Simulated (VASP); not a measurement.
# Mo (Fm-3m) in VASP: single point with HSE06

Aim: the single point of Mo with HSE06.

All numbers are computed with VASP 6.6.1; they aren't measurements. Logs are shortened: lines on timing, memory, paths and dates and some standing lists are left out, and cuts for length are marked.

### 1 The cell of the first run

The structure is cubic, space group Fm-3m (No. 225). The conventional cell has a = 4.003 Å, b = 4.003 Å, c = 4.003 Å, α = 90.00°, β = 90.00°, γ = 90.00°. Within 3.7 Å of Mo (site symmetry m-3m) lie 12 Mo at 2.83 Å.

This isn't the form of Mo at room conditions, which is bcc.

### 2 Single point, HSE06

File POSCAR:

```
Mo
1.0
    0.0000000000      2.0015221385      2.0015221385
    2.0015221385      0.0000000000      2.0015221385
    2.0015221385      2.0015221385      0.0000000000
Mo
1
Direct
    0.0000000000      0.0000000000      0.0000000000
```

File INCAR.step1:

```
PREC     = Accurate       # precision mode
ENCUT    = 520            # plane-wave cutoff, eV
EDIFF    = 1E-5           # SCF threshold, eV
ISMEAR   = -1             # smearing method
SIGMA    = 0.1            # smearing width, eV
LREAL    = False          # projectors in reciprocal space
LASPH    = True           # aspherical terms in the spheres
NELM     = 60             # most SCF steps
ALGO     = Normal         # electronic algorithm
ISIF     = 2              # what is computed and relaxed
LWAVE    = True           # write WAVECAR
GGA      = PE             # functional
NBANDS   = 13             # bands
```

File INCAR.step2:

```
PREC     = Accurate       # precision mode
ENCUT    = 520            # plane-wave cutoff, eV
EDIFF    = 1E-7           # SCF threshold, eV
ISMEAR   = -1             # smearing method
SIGMA    = 0.1            # smearing width, eV
LREAL    = False          # projectors in reciprocal space
LASPH    = True           # aspherical terms in the spheres
NELM     = 60             # most SCF steps
ALGO     = Normal         # electronic algorithm
ISIF     = 2              # what is computed and relaxed
LWAVE    = False          # write WAVECAR
LCHARG   = True           # write CHGCAR
GGA      = PE             # functional
LHFCALC  = True           # exact exchange
HFSCREEN = 0.2079         # screening, 1/A
PRECFOCK = Normal       
LELF     = True           # ELF
LVHAR    = True         
ISTART   = 1            
NBANDS   = 13             # bands
```

File KPOINTS:

```
regular mesh
0
Gamma
  7 7 7
```

Potentials or basis: VASP PAW PBE potentials, release 64 (Mo_sv).

Launch:

```bash
$ cat potpaw_PBE.64/Mo_sv/POTCAR > POTCAR
$ cp INCAR.step1 INCAR
$ mpirun -np 1 vasp_std > vasp.out
$ cp INCAR.step2 INCAR
$ mpirun -np 1 vasp_std > vasp.out
```

OUTCAR:

```text
PREC = Accurate
   ENCUT = 520
   EDIFF = 1E-7
   ISMEAR = -1
   LREAL = False
   LASPH = True
   NELM = 60
   ISIF = 2
   GGA = PE
   LHFCALC = True
   HFSCREEN = 0.2079
   PRECFOCK = Normal
   ISTART = 1

 ion  position               nearest neighbor table
   1  0.000  0.000  0.000-

  LATTYP: Found a face centered cubic cell.
 ALAT       =     4.0030442770

  Lattice vectors:

 A1 = (   0.0000000000,   2.0015221385,   2.0015221385)
 A2 = (   2.0015221385,   0.0000000000,   2.0015221385)
 A3 = (   2.0015221385,   2.0015221385,   0.0000000000)

Analysis of symmetry for initial positions (statically):
=====================================================================
 Subroutine PRICEL returns:
 Original cell was already a primitive cell.

 Routine SETGRP: Setting up the symmetry group for a
 face centered cubic supercell.

 Subroutine GETGRP returns: Found 48 space group operations
 (whereof 48 operations were pure point group operations)
 out of a pool of 48 trial point group operations.

The static configuration has the point symmetry O_h .

Analysis of symmetry for dynamics (positions and initial velocities):
=====================================================================
 Subroutine PRICEL returns:
 Original cell was already a primitive cell.

 Routine SETGRP: Setting up the symmetry group for a
 face centered cubic supercell.

 Subroutine GETGRP returns: Found 48 space group operations
 (whereof 48 operations were pure point group operations)
 out of a pool of 48 trial point group operations.

The dynamic configuration has the point symmetry O_h .

 Subroutine INISYM returns: Found 48 space group operations
 (whereof 48 operations are pure point group operations),
 and found     1 'primitive' translations

----------------------------------------------------------------------------------------

                                     Primitive cell

  volume of cell :      16.0366

  direct lattice vectors                    reciprocal lattice vectors
     0.000000000  2.001522138  2.001522138    -0.249809877  0.249809877  0.249809877
     2.001522138  0.000000000  2.001522138     0.249809877 -0.249809877  0.249809877
     2.001522138  2.001522138  0.000000000     0.249809877  0.249809877 -0.249809877

  length of vectors
     2.830579754  2.830579754  2.830579754     0.432683400  0.432683400  0.432683400

  position of ions in fractional coordinates (direct lattice)
     0.000000000  0.000000000  0.000000000

  ion indices of the primitive-cell ions
   primitive index   ion index
                 1           1

----------------------------------------------------------------------------------------

 KPOINTS: regular mesh

Automatic generation of k-mesh.
 Grid dimensions read from file:
 generate k-points for:    7    7    7

 Generating k-lattice:

  Cartesian coordinates                     Fractional coordinates (reciprocal lattice)
    -0.035687125  0.035687125  0.035687125     0.142857143  0.000000000  0.000000000
     0.035687125 -0.035687125  0.035687125     0.000000000  0.142857143  0.000000000
     0.035687125  0.035687125 -0.035687125     0.000000000  0.000000000  0.142857143

  Length of vectors
     0.061811914  0.061811914  0.061811914

  Shift w.r.t. Gamma in fractional coordinates (k-lattice)
     0.000000000  0.000000000  0.000000000

 Subroutine IBZKPT returns following result:
 ===========================================

 Found     20 irreducible k-points:

 Following reciprocal coordinates:
            Coordinates               Weight
  0.000000  0.000000  0.000000      1.000000
  0.142857  0.000000  0.000000      8.000000
  0.285714  0.000000  0.000000      8.000000
  0.428571  0.000000  0.000000      8.000000
  0.142857  0.142857  0.000000      6.000000
  0.285714  0.142857  0.000000     24.000000
[... 12 lines left out ...]
 -0.428571  0.428571  0.142857     24.000000
 -0.285714  0.428571  0.142857     24.000000
   k-points           NKPTS =     20   k-points in BZ     NKDIM =    343   number of bands    NBANDS=     13
   number of dos      NEDOS =    301   number of ions     NIONS =      1
   total plane-waves  NPLWV =  13824
   dimension x,y,z NGX =    24 NGY =   24 NGZ =   24
   dimension x,y,z NGXF=    48 NGYF=   48 NGZF=   48
   ions per type =               1
   NGX,Y,Z   is equivalent  to a cutoff of  14.10, 14.10, 14.10 a.u.
   NGXF,Y,Z  is equivalent  to a cutoff of  28.19, 28.19, 28.19 a.u.
 SYSTEM =  unknown system
   PREC   = accura    normal or accurate (medium, high low for compatibility)
   ISTART =      1    job   : 0-new  1-cont  2-samecut
   ICHARG =      0    charge: 1-file 2-atom 10-const
   ISPIN  =      1    spin polarized calculation?
   LNONCOLLINEAR =      F non collinear calculations
   LSORBIT =      F    spin-orbit coupling
   LASPH  =      T    aspherical Exc in radial PAW
   ENCUT  =  520.0 eV  38.22 Ry    6.18 a.u.   5.26  5.26  5.26*2*pi/ulx,y,z
   NELM   =     60;   NELMIN=  2; NELMDL=  0     # of ELM steps
   EDIFF  = 0.1E-06   stopping-criterion for ELM
   LREAL  =      F    real-space projection
   EDIFFG = 0.1E-05   stopping-criterion for IOM
   NSW    =      0    number of steps for IOM
   IBRION =     -1    ionic relax: 0-MD 1-quasi-New 2-CG
   NFREE  =      0    steps in history (QN), initial steepest desc. (CG)
   ISIF   =      2    stress and relaxation
   ISYM   =      3    0-nonsym 1-usesym 2-fastsym
   POTIM  = 0.5000    time-step for ionic-motion
   TEBEG  =    0.0;   TEEND  =   0.0 temperature during run
   PSTRESS=    0.0 pullay stress
   NELECT =      14.0000    total number of electrons
   NUPDOWN=      -1.0000    fix difference up-down
   EMIN   =  10.00;   EMAX   =-10.00  energy-range for DOS
   EFERMI =   0.00;   METHOD = LEGACY
   ISMEAR =    -1;   SIGMA  =   0.10  broadening in eV -4-tet -1-fermi 0-gaus
   EFERMI_NEDOS =   21; number of points for ismear=-14 and -15
   IALGO  =     38    algorithm
   IMIX   =      1    mixing-type and parameters
     AMIX     =   0.40;   BMIX     =  1.00
     AMIX_MAG =   1.60;   BMIX_MAG =  1.00
  volume/ion in A,a.u.               =      16.04       108.22
  Fermi-wavevector in a.u.,A,eV,Ry     =   1.564638  2.956736 33.308300  2.448091
  Thomas-Fermi vector in A             =   2.667232
   LORBIT       =      0    0 simple, 1 ext, 2 COOP (PROOUT), +10 PAW based schemes
   GGA     = PE    functional components
   LHFCALC =     T    Hartree Fock is set to
   PRECFOCK=normal    Normal, Fast or Accurate (Low or Medium for compatibility)
   ENCUT4O =  -1.0   cutoff for four orbital integrals eV
   NKREDX  =     1    reduce k-point grid by
   NKREDY  =     1    reduce k-point grid by
   NKREDZ  =     1    reduce k-point grid by
   AEXX    =    0.2500 exact exchange contribution
   HFSCREEN=    0.2079 screening length (either q_TF or 0.3 A-1)
   HFSCREENC=   0.2079 screening length for correlation (either q_TF or 0.3 A-1)
   ENCUTFOCK=  -1.0 apply spherical cutoff to Coloumb kernel
   IVDW    =     0    specifies the selected vdW correction
   LEPSILON=     F    determine dielectric tensor
   LRPA    =     F    only Hartree local field effects (RPA)
 non-spin polarized calculation
  energy-cutoff  :      520.00
  volume of cell :       16.04
 maximum number of plane-waves:       444
 NGX is ok and might be reduce to    24
  NGX = 16; NGY = 16; NGZ = 16

 number of electron      14.0000000 magnetization

 Free energy of the ion-electron system (eV)
  ---------------------------------------------------
  ext. energy  EPLUGINS =         0.00000000
  ---------------------------------------------------
  free energy    TOTEN  =       -12.25633873 eV

  energy without entropy =      -12.19837285  energy(sigma->0) =      -12.22735579

 E-fermi :  11.6518     XC(G=0): -10.7944

 val. band max:       11.6168948878   @ k =  -0.4286   0.1429   0.0000
 cond. band min:      11.7286243040   @ k =   0.4286   0.1429   0.0000
 fundamental gap:      0.1117294162
 Fermi energy:        11.6517546212

 k-point     1 :       0.0000    0.0000    0.0000
  band No.  band energies     occupation
      1     -53.2331      2.00000
      2     -25.0418      2.00000
      3     -25.0418      2.00000
      4     -25.0418      2.00000
      5       3.8513      2.00000
      6      10.7102      1.99984
      7      10.7102      1.99984
      8      10.7102      1.99984
      9      14.2879      0.00000
     10      14.2879      0.00000
     11      25.4928      0.00000
     12      31.0824      0.00000
     13      31.0824      0.00000

 k-point     2 :       0.1429    0.0000    0.0000
  band No.  band energies     occupation
      1     -53.1860      2.00000
      2     -25.3408      2.00000
      3     -25.0780      2.00000
      4     -25.0780      2.00000
      5       4.7293      2.00000
      6      10.1649      2.00000
      7      11.1099      1.99117
      8      11.1099      1.99117
      9      14.0177      0.00000
     10      14.0177      0.00000
     11      26.9713      0.00000
     12      28.6725      0.00000
     13      32.6004      0.00000

 k-point     3 :       0.2857    0.0000    0.0000
  band No.  band energies     occupation
      1     -53.0786      2.00000
      2     -25.9823      2.00000
      3     -25.1575      2.00000
      4     -25.1575      2.00000
      5       6.1879      2.00000
      6      10.2124      2.00000
      7      11.2304      1.97085
      8      11.2304      1.97084
      9      14.5759      0.00000
     10      14.5759      0.00000
     11      25.5131      0.00000
     12      29.0737      0.00000
     13      36.2832      0.00000

 k-point     4 :       0.4286    0.0000    0.0000
  band No.  band energies     occupation
      1     -52.9909      2.00000
      2     -26.4706      2.00000
      3     -25.2198      2.00000
      4     -25.2198      2.00000
      5       6.2463      2.00000
      6      10.7666      1.99971
      7      10.7666      1.99971
      8      12.4840      0.00049
      9      16.0796      0.00000
     10      16.0796      0.00000
     11      23.9879      0.00000
     12      25.9204      0.00000
     13      32.4785      0.00000

 k-point     5 :       0.1429    0.1429    0.0000
  band No.  band energies     occupation
      1     -53.1704      2.00000
      2     -25.3313      2.00000
      3     -25.1434      2.00000
      4     -25.1434      2.00000
      5       5.0245      2.00000
      6       9.6554      2.00000
      7      11.5093      1.61224
      8      11.5093      1.61224
      9      13.0406      0.00000
     10      14.6419      0.00000
     11      27.6541      0.00000
     12      29.8000      0.00000
     13      31.7289      0.00000
[... 193 lines left out ...]
 k-point    18 :      -0.4286    0.2857    0.1429
  band No.  band energies     occupation
      1     -52.9366      2.00000
      2     -26.2458      2.00000
      3     -25.6909      2.00000
      4     -25.3752      2.00000
      5       7.9903      2.00000
      6       8.7982      2.00000
      7      10.0462      2.00000
      8      12.9412      0.00001
      9      15.6249      0.00000
     10      19.7019      0.00000
     11      23.9199      0.00000
     12      28.1994      0.00000
     13      29.0022      0.00000

 k-point    19 :      -0.4286    0.4286    0.1429
  band No.  band energies     occupation
      1     -52.9086      2.00000
      2     -26.2543      2.00000
      3     -25.7020      2.00000
      4     -25.5356      2.00000
      5       7.0845      2.00000
      6       7.6014      2.00000
      7      11.5524      1.45944
      8      14.7963      0.00000
      9      16.3216      0.00000
     10      19.9193      0.00000
     11      25.0880      0.00000
     12      25.4960      0.00000
     13      28.0242      0.00000

 k-point    20 :      -0.2857    0.4286    0.1429
  band No.  band energies     occupation
      1     -52.9008      2.00000
      2     -26.0681      2.00000
      3     -25.9799      2.00000
      4     -25.5125      2.00000
      5       7.7143      2.00000
      6       8.6684      2.00000
      7      10.1460      2.00000
      8      13.6281      0.00000
      9      16.3266      0.00000
     10      22.0434      0.00000
     11      23.3860      0.00000
     12      25.8123      0.00000
     13      28.0319      0.00000

------------------------ aborting loop because EDIFF is reached ----------------------------------------

  FORCE on cell =-STRESS in cart. coord.  units (eV):
  Direction    XX          YY          ZZ          XY          YZ          ZX
  --------------------------------------------------------------------------------------
  -------------------------------------------------------------------------------------
  Total       -0.5697849     -0.5697849     -0.5697849      0.0000000      0.0000000      0.0000000
  in kB      -56.9259529    -56.9259529    -56.9259529      0.0000000      0.0000000      0.0000000
  external PRESSURE =     -56.9259529 kB  Pullay stress =       0.0000000 kB

 VOLUME and BASIS-vectors are now :
 -----------------------------------------------------------------------------
  energy-cutoff  :      520.00
  volume of cell :       16.04
      direct lattice vectors                 reciprocal lattice vectors
     0.000000000  2.001522138  2.001522138    -0.249809877  0.249809877  0.249809877
     2.001522138  0.000000000  2.001522138     0.249809877 -0.249809877  0.249809877
     2.001522138  2.001522138  0.000000000     0.249809877  0.249809877 -0.249809877

 POSITION                                       TOTAL-FORCE (eV/Angst)
 -----------------------------------------------------------------------------------
      0.00000      0.00000      0.00000         0.000000      0.000000      0.000000
 -----------------------------------------------------------------------------------
    total drift:                               -0.000000      0.000000      0.000000

  FREE ENERGIE OF THE ION-ELECTRON SYSTEM (eV)
  ---------------------------------------------------
  free  energy   TOTEN  =       -12.2563387277 eV

  energy  without entropy=      -12.1983728462  energy(sigma->0) =      -12.22735579
```

Run time: 35 min. Hardware: 1 thread of Oxide Virtual Turin-like, shared host; peak memory 0.21 GiB.

Results:

* Free energy: -12.2563 eV
* Pressure: -5.7 GPa
* Band gap on the k mesh: zero (bands 7 and 8 overlap by 4.35 eV)

Caveat: the k points lie up to 0.39 Å⁻¹ apart, too coarse for converged energies and pressures of a metal; the PAW data sets were made with another functional, which shifts forces and pressure a little.
